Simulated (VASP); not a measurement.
Write the native input for VASP 6.6.1 that does the following.

```yaml
Task: single point
Functional: PBEsol
Potentials_or_basis: VASP PAW PBE potentials, release 64 (Mg, O)
Cutoff: 520 eV
k_mesh: 10 × 10 × 10
Occupations: gaussian, width 0.05 eV
Spin: no spin polarisation
Dipole_correction: no
Further_INCAR_settings: ALGO = Normal; EDIFF = 1e-07; NBANDS = 11
```

The structure of MgO lies in POSCAR:

```
MgO
1.0
    0.0000000000      2.1351500000      2.1351500000
    1.9750137500      0.0000000000      2.1351500000
    1.9750137500      2.1351500000      0.0000000000
Mg O
1 1
Direct
    0.0000000000      0.0000000000      0.0000000000
    0.5000000000      0.5000000000      0.5000000000
```

This cell differs from its parent crystal: strain -0.0750 x Voigt [1, 0, 0, 0, 0, 0].

One way to write it, as run:

INCAR

```
  PREC = Accurate
  ENCUT = 520
  EDIFF = 1E-7
  ISMEAR = 0
  SIGMA = 0.05
  LREAL = False
  LASPH = True
  NELM = 100
  ALGO = Normal
  ISIF = 2
  LWAVE = False
  LCHARG = True
  GGA = PS
  LELF = True
  LVHAR = True
  NBANDS = 11
```

KPOINTS

```
regular mesh
0
Gamma
  10 10 10
```

Potentials or basis: VASP PAW PBE potentials, release 64 (Mg, O).

Command:

```console
$ cat potpaw_PBE.64/Mg/POTCAR potpaw_PBE.64/O/POTCAR > POTCAR
$ mpirun -np 1 vasp_std > vasp.out
```

Results of the run:

```json
{"Pressure": "8.5 GPa", "Band gap on the k mesh": "4.89 eV, direct"}
```

Caveat: the cell differs from its parent crystal (strain -0.0750 x Voigt [1, 0, 0, 0, 0, 0]); the PAW data sets were made with another functional, which shifts forces and pressure a little.

It took 26 s on 1 thread of Intel Xeon 8259CL (shared host), peak memory 0.15 GiB.
